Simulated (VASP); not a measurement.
# InPd (R3m) in VASP: further runs

Runs on InPd. Level: PBE. Tasks: electric field gradients.

Everything below comes from runs of VASP 6.6.1. Logs are shortened: lines on timing, memory, paths and dates and some standing lists are left out, and cuts for length are marked.

## Step 1: The cell of the first run

The structure is trigonal, space group R3m (No. 160). Conventional cell: a = 4.627 Å, b = 4.627 Å, c = 5.667 Å, α = 90.00°, β = 90.00°, γ = 120.00°. In (site symmetry 3m) has 4 Pd at 1.98 to 2.67 Å within 2.7 Å. Within 2.7 Å of Pd (site symmetry 3m) lie 4 In at 1.98 to 2.67 Å.

## Step 2: Electric field gradients, PBE (shortest bond scaled by 0.7)

File INCAR:

```
SYSTEM = InPd
ALGO = Normal
EDIFF = 1E-8
ENCUT = 470
GGA = PE
GGA_COMPAT = .False.
ISIF = 2
ISMEAR = -1
LASPH = .True.
LCHARG = .False.
LEFG = .True.
LREAL = .False.
LWAVE = .False.
NBANDS = 22
NELM = 120
PREC = Accurate
SIGMA = 0.05
```

File KPOINTS:

```
k-points
0
Gamma
  9 9 9
  0 0 0
```

File POSCAR:

```
InPd
1.0
    3.2718847800      0.0000000000      0.0000000000
    0.0000000000      3.2718847800      0.0000000000
    0.0000000000      0.0000000000      3.2718847800
In Pd
1 1
Direct
   -0.0750000000     -0.0750000000     -0.0750000000
    0.5750000000      0.5750000000      0.5750000000
```

Potentials or basis: VASP PAW PBE potentials, release 64 (In_d, Pd_sv_GW).

Started as:

```
> cat potpaw_PBE.64/In_d/POTCAR potpaw_PBE.64/Pd_sv_GW/POTCAR > POTCAR
> mpirun -np 1 vasp_std > vasp.out
```

OUTCAR:

```text
SYSTEM = InPd
   EDIFF = 1E-8
   ENCUT = 470
   GGA = PE
   ISIF = 2
   ISMEAR = -1
   LASPH = .True.
   LREAL = .False.
   NELM = 120
   PREC = Accurate

 ion  position               nearest neighbor table
   1  0.925  0.925  0.925-   2 1.98   2 2.67   2 2.67   2 2.67   2 3.22   2 3.22   2 3.22
   2  0.575  0.575  0.575-   1 1.98   1 2.67   1 2.67   1 2.67   1 3.22   1 3.22   1 3.22

  LATTYP: Found a simple cubic cell.
 ALAT       =     3.2718847800

  Lattice vectors:

 A1 = (   3.2718847800,   0.0000000000,   0.0000000000)
 A2 = (   0.0000000000,   3.2718847800,   0.0000000000)
 A3 = (   0.0000000000,   0.0000000000,   3.2718847800)

Analysis of symmetry for initial positions (statically):
=====================================================================
 Subroutine PRICEL returns:
 Original cell was already a primitive cell.

 Routine SETGRP: Setting up the symmetry group for a
 simple cubic supercell.

 Subroutine GETGRP returns: Found  6 space group operations
 (whereof  6 operations were pure point group operations)
 out of a pool of 48 trial point group operations.

The static configuration has the point symmetry C_3v.

Analysis of symmetry for dynamics (positions and initial velocities):
=====================================================================
 Subroutine PRICEL returns:
 Original cell was already a primitive cell.

 Routine SETGRP: Setting up the symmetry group for a
 simple cubic supercell.

 Subroutine GETGRP returns: Found  6 space group operations
 (whereof  6 operations were pure point group operations)
 out of a pool of 48 trial point group operations.

The dynamic configuration has the point symmetry C_3v.

 Subroutine INISYM returns: Found  6 space group operations
 (whereof  6 operations are pure point group operations),
 and found     1 'primitive' translations

----------------------------------------------------------------------------------------

                                     Primitive cell

  volume of cell :      35.0263

  direct lattice vectors                    reciprocal lattice vectors
     3.271884780  0.000000000  0.000000000     0.305634234  0.000000000  0.000000000
     0.000000000  3.271884780  0.000000000     0.000000000  0.305634234  0.000000000
     0.000000000  0.000000000  3.271884780     0.000000000  0.000000000  0.305634234

  length of vectors
     3.271884780  3.271884780  3.271884780     0.305634234  0.305634234  0.305634234

  position of ions in fractional coordinates (direct lattice)
     0.925000000  0.925000000  0.925000000
     0.575000000  0.575000000  0.575000000

  ion indices of the primitive-cell ions
   primitive index   ion index
                 1           1
                 2           2

----------------------------------------------------------------------------------------

 KPOINTS: k-points

Automatic generation of k-mesh.
 Grid dimensions read from file:
 generate k-points for:    9    9    9

 Generating k-lattice:

  Cartesian coordinates                     Fractional coordinates (reciprocal lattice)
     0.033959359  0.000000000  0.000000000     0.111111111  0.000000000  0.000000000
     0.000000000  0.033959359  0.000000000     0.000000000  0.111111111  0.000000000
     0.000000000  0.000000000  0.033959359     0.000000000  0.000000000  0.111111111

  Length of vectors
     0.033959359  0.033959359  0.033959359

  Shift w.r.t. Gamma in fractional coordinates (k-lattice)
     0.000000000  0.000000000  0.000000000

 Subroutine IBZKPT returns following result:
 ===========================================

 Found     85 irreducible k-points:

 Following reciprocal coordinates:
            Coordinates               Weight
  0.000000  0.000000  0.000000      1.000000
  0.111111  0.000000  0.000000      6.000000
  0.222222  0.000000  0.000000      6.000000
  0.333333  0.000000  0.000000      6.000000
  0.444444  0.000000  0.000000      6.000000
  0.111111  0.111111  0.000000      6.000000
[... 16 lines left out ...]
 -0.333333  0.444444  0.000000     12.000000
  0.444444  0.444444  0.000000      6.000000
 [... further k-points ...]
   k-points           NKPTS =     85   k-points in BZ     NKDIM =     85   number of bands    NBANDS=     22
   number of dos      NEDOS =    301   number of ions     NIONS =      2
   total plane-waves  NPLWV =  13824
   dimension x,y,z NGX =    24 NGY =   24 NGZ =   24
   dimension x,y,z NGXF=    48 NGYF=   48 NGZF=   48
   ions per type =               1   1
   NGX,Y,Z   is equivalent  to a cutoff of  12.19, 12.19, 12.19 a.u.
   NGXF,Y,Z  is equivalent  to a cutoff of  24.39, 24.39, 24.39 a.u.
 SYSTEM =  InPd
   PREC   = accura    normal or accurate (medium, high low for compatibility)
   ISTART =      0    job   : 0-new  1-cont  2-samecut
   ICHARG =      2    charge: 1-file 2-atom 10-const
   ISPIN  =      1    spin polarized calculation?
   LNONCOLLINEAR =      F non collinear calculations
   LSORBIT =      F    spin-orbit coupling
   LASPH  =      T    aspherical Exc in radial PAW
   ENCUT  =  470.0 eV  34.54 Ry    5.88 a.u.   5.78  5.78  5.78*2*pi/ulx,y,z
   NELM   =    120;   NELMIN=  2; NELMDL= -5     # of ELM steps
   EDIFF  = 0.1E-07   stopping-criterion for ELM
   LREAL  =      F    real-space projection
   EDIFFG = 0.1E-06   stopping-criterion for IOM
   NSW    =      0    number of steps for IOM
   IBRION =     -1    ionic relax: 0-MD 1-quasi-New 2-CG
   NFREE  =      0    steps in history (QN), initial steepest desc. (CG)
   ISIF   =      2    stress and relaxation
   ISYM   =      2    0-nonsym 1-usesym 2-fastsym
   POTIM  = 0.5000    time-step for ionic-motion
   TEBEG  =    0.0;   TEEND  =   0.0 temperature during run
   PSTRESS=    0.0 pullay stress
   NELECT =      31.0000    total number of electrons
   NUPDOWN=      -1.0000    fix difference up-down
   EMIN   =  10.00;   EMAX   =-10.00  energy-range for DOS
   EFERMI =   0.00;   METHOD = LEGACY
   ISMEAR =    -1;   SIGMA  =   0.05  broadening in eV -4-tet -1-fermi 0-gaus
   EFERMI_NEDOS =   21; number of points for ismear=-14 and -15
   IALGO  =     38    algorithm
   IMIX   =      4    mixing-type and parameters
     AMIX     =   0.40;   BMIX     =  1.00
     AMIX_MAG =   1.60;   BMIX_MAG =  1.00
  volume/ion in A,a.u.               =      17.51       118.18
  Fermi-wavevector in a.u.,A,eV,Ry     =   1.571800  2.970272 33.613962  2.470556
  Thomas-Fermi vector in A             =   2.673330
   LORBIT       =      0    0 simple, 1 ext, 2 COOP (PROOUT), +10 PAW based schemes
   GGA     = PE    functional components
   LHFCALC =     F    Hartree Fock is set to
   AEXX    =    0.0000 exact exchange contribution
   IVDW    =     0    specifies the selected vdW correction
   LEPSILON=     F    determine dielectric tensor
   LRPA    =     F    only Hartree local field effects (RPA)
 non-spin polarized calculation
  energy-cutoff  :      470.00
  volume of cell :       35.03
 maximum number of plane-waves:       820
   NGX = 11   NGY = 11   NGZ = 11

 number of electron      31.0000027 magnetization

 Free energy of the ion-electron system (eV)
  ---------------------------------------------------
  ext. energy  EPLUGINS =         0.00000000
  ---------------------------------------------------
  free energy    TOTEN  =        -3.11035529 eV

  energy without entropy =       -3.10495231  energy(sigma->0) =       -3.10765380

 E-fermi :  10.0561     XC(G=0): -12.1778

 val. band max:       10.0494183034   @ k =  -0.2222   0.3333   0.0000
 cond. band min:      10.1577380750   @ k =   0.3333   0.3333   0.0000
 fundamental gap:      0.1083197716
 Fermi energy:        10.0561486087

 k-point     1 :       0.0000    0.0000    0.0000
  band No.  band energies     occupation
      1     -74.9190      2.00000
      2     -41.0727      2.00000
      3     -40.5868      2.00000
      4     -40.5868      2.00000
      5      -5.3495      2.00000
      6      -5.3495      2.00000
[... 14 lines left out ...]
     21      19.4687      0.00000
     22      25.8006      0.00000

 k-point     2 :       0.1111    0.0000    0.0000
  band No.  band energies     occupation
      1     -74.9188      2.00000
      2     -41.0738      2.00000
      3     -40.5893      2.00000
      4     -40.5865      2.00000
      5      -5.3522      2.00000
      6      -5.3447      2.00000
[... 14 lines left out ...]
     21      21.0769      0.00000
     22      25.6841      0.00000
[... 523 lines left out ...]
     21      22.5071      0.00000
     22      23.7607      0.00000

 k-point    24 :       0.4444    0.4444    0.0000
  band No.  band energies     occupation
      1     -74.9161      2.00000
      2     -41.0911      2.00000
      3     -40.6158      2.00000
      4     -40.5932      2.00000
      5      -5.4121      2.00000
      6      -5.2119      2.00000
[... 14 lines left out ...]
     21      22.5627      0.00000
     22      23.8936      0.00000

 [... further k-points ...]
[... 5 lines left out ...]
  --------------------------------------------------------------------------------------
  -------------------------------------------------------------------------------------
  Total       13.5130262     13.5130262     13.5130262     11.2216827     11.2216827     11.2216827
  in kB      618.1148782    618.1148782    618.1148782    513.3038988    513.3038988    513.3038988
  external PRESSURE =     618.1148782 kB  Pullay stress =       0.0000000 kB

 VOLUME and BASIS-vectors are now :
 -----------------------------------------------------------------------------
  energy-cutoff  :      470.00
  volume of cell :       35.03
      direct lattice vectors                 reciprocal lattice vectors
     3.271884780  0.000000000  0.000000000     0.305634234  0.000000000  0.000000000
     0.000000000  3.271884780  0.000000000     0.000000000  0.305634234  0.000000000
     0.000000000  0.000000000  3.271884780     0.000000000  0.000000000  0.305634234

 POSITION                                       TOTAL-FORCE (eV/Angst)
 -----------------------------------------------------------------------------------
      3.02649      3.02649      3.02649        10.584143     10.584143     10.584143
      1.88133      1.88133      1.88133       -10.584143    -10.584143    -10.584143
 -----------------------------------------------------------------------------------
    total drift:                                0.000269      0.000269      0.000271

  FREE ENERGIE OF THE ION-ELECTRON SYSTEM (eV)
  ---------------------------------------------------
  free  energy   TOTEN  =        -3.1103552914 eV

  energy  without entropy=       -3.1049523137  energy(sigma->0) =       -3.10765380

 Electric field gradients (V/A^2)
---------------------------------------------------------------------
 ion       V_xx      V_yy      V_zz      V_xy      V_xz      V_yz
---------------------------------------------------------------------
   1       0.000     0.000     0.000   -51.256   -51.256   -51.256
   2       0.000     0.000    -0.000     4.889     4.889     4.889
---------------------------------------------------------------------

 Electric field gradients after diagonalization (V/A^2)
 (convention: |V_zz| > |V_xx| > |V_yy|)
----------------------------------------------------------------------
 ion       V_xx      V_yy      V_zz     asymmetry (V_yy - V_xx)/ V_zz
----------------------------------------------------------------------
   1      51.256    51.256  -102.513       0.000
   2      -4.889    -4.889     9.778       0.000
----------------------------------------------------------------------

           NMR quadrupolar parameters

 Cq : quadrupolar parameter    Cq=e*Q*V_zz/h
 eta: asymmetry parameters     (V_yy - V_xx)/ V_zz
 Q  : nuclear electric quadrupole moment in mb (millibarn)
----------------------------------------------------------------------
 ion       Cq(MHz)       eta       Q (mb)
----------------------------------------------------------------------
   1      -0.248       0.000       1.000
   2       0.024       0.000       1.000
----------------------------------------------------------------------
```

Wall time 47 s (1 thread of Intel Xeon Platinum 8259CL at 2.50GHz (Skylake/Cascade Lake), shared host); peak memory 0.2 GiB.

Results:

| Property | Result |
| --- | --- |
| Free energy | -3.1104 eV |
| Pressure | 61.8 GPa |
| Largest force | 18.332 eV/Å |
| Band gap on the k mesh | zero (an odd number of electrons rules out a gap without spin polarisation) |
| Largest electric field gradient by atom | In -102.5; Pd +9.8 V/Å² |

Forces in eV/Å, atoms in the order of the input:
```
In   10.584  10.584  10.584
Pd  -10.584 -10.584 -10.584
```

Stress tensor (GPa, compression positive):
```
61.81 51.33 51.33
51.33 61.81 51.33
51.33 51.33 61.81
```

Electric field gradients, principal values (V/Å²):
| atom | least | middle | greatest (by size) |
| --- | --- | --- | --- |
| 1 In | 51.256 | 51.256 | -102.513 |
| 2 Pd | -4.889 | -4.889 | 9.778 |

Caveat: the cell differs from its parent crystal (shortest bond scaled by 0.7); the cell stands under pressure; without QUAD_EFG the Cq values of the log hold for a quadrupole moment of 1 mb, not for the nuclei; spin-orbit coupling is left out, which moves the levels of the heavy elements; forces of over 1 eV/Å act on the atoms, so gaps and moduli don't describe the material at rest.

(Continued in part 2 of 2.)

The gap in the log of VASP goes by the Fermi energy; the results here count the filled bands.